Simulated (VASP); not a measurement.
Wanted: the native input for a VASP 6.6.1 run.

```yaml
Task: single point
Functional: PBEsol
Potentials_or_basis: VASP PAW PBE potentials, release 64 (Pt)
Cutoff: 520 eV
k_mesh: 7 × 7 × 6
Occupations: fermi-dirac, width 0.1 eV
Spin: no spin polarisation
Dipole_correction: no
Further_INCAR_settings: ALGO = Normal; EDIFF = 1e-07; NBANDS = 17
```

The structure of Pt lies in POSCAR:

```
Pt
1.0
    1.7166630000     -5.2034080000      0.0000000000
    1.7166630000      5.2034080000      0.0000000000
    0.0000000000      0.0000000000      4.2824320000
Pt
2
Direct
    0.5922650000      0.4077350000      0.7500000000
    0.4077350000      0.5922650000      0.2500000000
```

One way to write it, as run:

INCAR

```
SYSTEM = Pt
ALGO = Normal
EDIFF = 1E-7
ENCUT = 520
GGA = PS
ISIF = 2
ISMEAR = -1
LASPH = .True.
LCHARG = .False.
LREAL = .False.
LWAVE = .False.
NBANDS = 17
NELM = 80
PREC = Accurate
SIGMA = 0.1
```

KPOINTS

```
k-points
0
Gamma
  7 7 6
  0 0 0
```

Potentials or basis: VASP PAW PBE potentials, release 64 (Pt).

Launch:

```bash
$ cat potpaw_PBE.64/Pt/POTCAR > POTCAR
$ mpirun -np 1 vasp_std > vasp.out
```

Results of the run:

* Pressure: -16.5 GPa
* Largest force: 2.205 eV/Å
* Band gap on the k mesh: zero (band 10 reaches 0.58 eV, above the bottom of band 11 at 0.34 eV)

Caveat: the PAW data sets were made with another functional, which shifts forces and pressure a little; spin-orbit coupling is left out, which moves the levels of the heavy elements.

Wall time 72 s on 1 thread of AMD EPYC 7R13 Processor (Zen 3) (shared host), peak memory 0.22 GiB.
